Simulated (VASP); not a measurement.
## InAs: relaxation of the atoms with PBE

Crystal: InAs.

```
In As
1.0
     0.00000    2.98806    2.98806
     2.98806    0.00000    2.98806
     2.98806    2.98806    0.00000
In As
1 1
Cartesian
  0.0000 0.0000 0.0000
  1.4940 1.4940 1.4940
```

This cell differs from its parent crystal: volume scaled by 0.96.

```yaml
Program: VASP 6.6.1
Task: relaxation of the atoms
Functional: PBE
Potentials_or_basis: VASP PAW PBE potentials, release 64 (In_d, As)
Cutoff: 520 eV
k_mesh: 13 × 13 × 13
Occupations: fermi-dirac, width 0.05 eV
Spin: no spin polarisation
Dipole_correction: no
Further_INCAR_settings: ALGO = Normal; EDIFF = 1e-06; IBRION = 2; EDIFFG = -0.02; NSW = 80
```

```
Pressure after relaxing : 6.5 GPa
Band gap on the k mesh  : zero (filled and empty bands touch)
```

Final structure:
```
CELL_PARAMETERS angstrom
0.00000 2.98806 2.98806
2.98806 0.00000 2.98806
2.98806 2.98806 0.00000
ATOMIC_POSITIONS crystal
In 0.00000 0.00000 0.00000
As 0.25000 0.25000 0.25000
```

Levels at points of the mesh, in eV from the Fermi level:
```csv
k point,band 5,band 6,band 7,band 8,band 9,band 10,band 11,band 12,band 13
"(0.00, 0.00, 0.00)",-14.43,-12.20,-0.12,-0.11,-0.11,-0.11,3.81,3.81,3.81
```

It took 92 s on 1 thread of Intel Xeon 6975P-C (shared host), peak memory 0.22 GiB.

Caveat: the relaxation stopped at its first step, so nothing moved; spin-orbit coupling is left out, which moves the levels of the heavy elements.
